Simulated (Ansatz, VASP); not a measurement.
# SrTi in VASP and in Ansatz

```
Sr Ti
1.0
     3.36903    0.00000    0.00000
     0.00000    3.36903    0.00000
     0.00000    0.00000    5.15686
Sr Ti
1 1
Direct
  0.50000 0.50000 0.50000
  0.00000 0.00000 0.00000
```

Alike in both runs: functional PBE; k mesh 16 × 16 × 12; occupations gaussian, width 0.1 eV; no spin polarisation.

Ansatz relaxed the structure, and its values are those at the end. VASP's run is a single point on that final structure, the one shown.

```csv
,VASP,Ansatz
version,VASP 6.6.1,Ansatz 0.2.0
potentials or method,"VASP PAW PBE potentials, release 64 (Sr_sv, Ti_sv), cutoff 520 eV","scalar-relativistic, plane waves, PAW"
valence electrons in the cell,22,22
```

```csv
,VASP,Ansatz,Ansatz less VASP
gap on the k mesh at the Fermi level (eV),none,none,-
pressure (GPa),0.1,0.0,-0.06
```

A gap of «none» marks a metal or a gap that the smearing closes.
